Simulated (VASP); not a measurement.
TiRe, 2 atoms in the cell. It takes space group P4/mmm (No. 123, tetragonal). Conventional cell: a = 2.993 Å, b = 2.993 Å, c = 3.118 Å, α = 90.00°, β = 90.00°, γ = 90.00°. Ti (site symmetry 4/mmm) has 8 Re at 2.63 Å and 6 Ti at 2.99 to 3.12 Å within 3.5 Å. Within 3.5 Å of Re (site symmetry 4/mmm) lie 8 Ti at 2.63 Å and 6 Re at 2.99 to 3.12 Å.  This cell differs from its parent crystal: strain -0.040 along x and y, +0.000 along z.

- Program: VASP 6.6.1
- Task: single point
- Functional: r2SCAN
- Potentials or basis: VASP PAW PBE potentials, release 64 (Ti_sv, Re)
- Cutoff: 520 eV
- k mesh: 16 × 16 × 16
- Occupations: gaussian, width 0.15 eV
- Spin: no spin polarisation
- Dipole correction: no
- Further INCAR settings: ALGO = Normal; EDIFF = 1e-07; NBANDS = 16

Potentials or basis: VASP PAW PBE potentials, release 64 (Ti_sv, Re).

Command:

```console
$ cat potpaw_PBE.64/Ti_sv/POTCAR potpaw_PBE.64/Re/POTCAR > POTCAR
$ cp INCAR.step1 INCAR
$ mpirun -np 1 vasp_std > vasp.out
$ cp INCAR.step2 INCAR
$ mpirun -np 1 vasp_std > vasp.out
```

Hardware: 1 thread of Intel(R) Xeon(R) Platinum 8488C (Sapphire Rapids), with other jobs on the host.

Task: Estimate the wall time of this run.

Result: Wall time 6.4 min on 1 thread of Intel(R) Xeon(R) Platinum 8488C (Sapphire Rapids), with other jobs on the host, peak memory 0.31 GiB. Counts: k points 405.
